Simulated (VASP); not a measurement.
Write the native input for VASP 6.6.1 that does the following.

* Task: single point
* Functional: PBE
* Potentials or basis: VASP PAW PBE potentials, release 64 (Mg, Zn, N)
* Cutoff: 520 eV
* k mesh: 12 × 12 × 12
* Occupations: gaussian, width 0.02 eV
* Spin: no spin polarisation
* Dipole correction: no
* Further INCAR settings: ALGO = Normal; EDIFF = 1e-07; NBANDS = 21

The structure of Mg2ZnN2 lies in POSCAR:

```
Mg2ZnN2
1.0
   -1.5790504157      1.5790504157      6.1221042162
    1.5790504157     -1.5790504157      6.1221042162
    1.5790504157      1.5790504157     -6.1221042162
Mg Zn N
2 1 2
Direct
    0.3278748076      0.3278748076      0.0000000000
    0.6721251924      0.6721251924      0.0000000000
    0.0000000000      0.0000000000      0.0000000000
    0.1505430198      0.1505430198      0.0000000000
    0.8494569802      0.8494569802      0.0000000000
```

One way to write it, as run:

INCAR

```
PREC = Accurate ; ENCUT = 520
EDIFF = 1E-7 ; ISMEAR = 0
SIGMA = 0.02 ; LREAL = F
LASPH = T ; NELM = 100
ALGO = Normal ; ISIF = 2
LWAVE = F ; LCHARG = F
GGA = PE ; NBANDS = 21
```

KPOINTS

```
regular mesh
0
Gamma
  12 12 12
```

Potentials or basis: VASP PAW PBE potentials, release 64 (Mg, Zn, N).

Run with:

```bash
$ cat potpaw_PBE.64/Mg/POTCAR potpaw_PBE.64/Zn/POTCAR potpaw_PBE.64/N/POTCAR > POTCAR
$ mpirun -np 1 vasp_std > vasp.out
```

It gave:

```
Pressure               : 0.0 GPa
Largest force          : 0.126 eV/Å
Band gap on the k mesh : 0.52 eV, indirect (least direct gap 0.59 eV)
```

Run time: 5.2 min on 1 thread of AMD EPYC 9R45 96-Core Processor (Zen 5) (shared host), peak memory 0.45 GiB.
